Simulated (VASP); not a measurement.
Write the native input for VASP 6.6.1 that does the following.

* Task: single point
* Functional: PBE
* Potentials or basis: VASP PAW PBE potentials, release 64 (Hf_pv, O)
* Cutoff: 520 eV
* k mesh: 8 × 8 × 8
* Occupations: gaussian, width 0.05 eV
* Spin: no spin polarisation
* Dipole correction: no
* Further INCAR settings: ALGO = Normal; EDIFF = 1e-06; NBANDS = 18

The structure of HfO2 lies in POSCAR:

```
HfO2
1.0
    0.0000000000      2.5488057612      2.5488057612
    2.5488057612      0.0000000000      2.5488057612
    2.5488057612      2.5488057612      0.0000000000
Hf O
1 2
Direct
    0.0000000000      0.0000000000      0.0000000000
    0.2205744545      0.2205744545      0.2378115400
    0.7500000000      0.7500000000      0.7500000000
```

This cell differs from its parent crystal: atom 2 (O) moved by (-0.150, -0.150) A along [1 1 0] and z.

One way to write it, as run:

INCAR

```
PREC = Accurate
ENCUT = 520
EDIFF = 1E-6
ISMEAR = 0
SIGMA = 0.05
LREAL = F
LASPH = T
NELM = 100
ALGO = Normal
ISIF = 2
LWAVE = F
LCHARG = F
GGA = PE
NBANDS = 18
```

KPOINTS

```
Automatic mesh
0
Gamma
  8 8 8
```

Potentials or basis: VASP PAW PBE potentials, release 64 (Hf_pv, O).

Command:

```bash
$ cat potpaw_PBE.64/Hf_pv/POTCAR potpaw_PBE.64/O/POTCAR > POTCAR
$ mpirun -np 1 vasp_std > vasp.out
```

Results of the run:

* Pressure: 0.8 GPa
* Largest force: 2.999 eV/Å
* Band gap on the k mesh: 3.80 eV, direct

Caveat: the cell differs from its parent crystal (atom 2 (O) moved by (-0.150, -0.150) A along [1 1 0] and z); spin-orbit coupling is left out, which moves the levels of the heavy elements; forces of over 1 eV/Å act on the atoms, so gaps and moduli don't describe the material at rest.

Wall time 33 s on 1 thread of Intel(R) Xeon(R) 6975P-C (Granite Rapids), with other jobs on the host, peak memory 0.22 GiB.
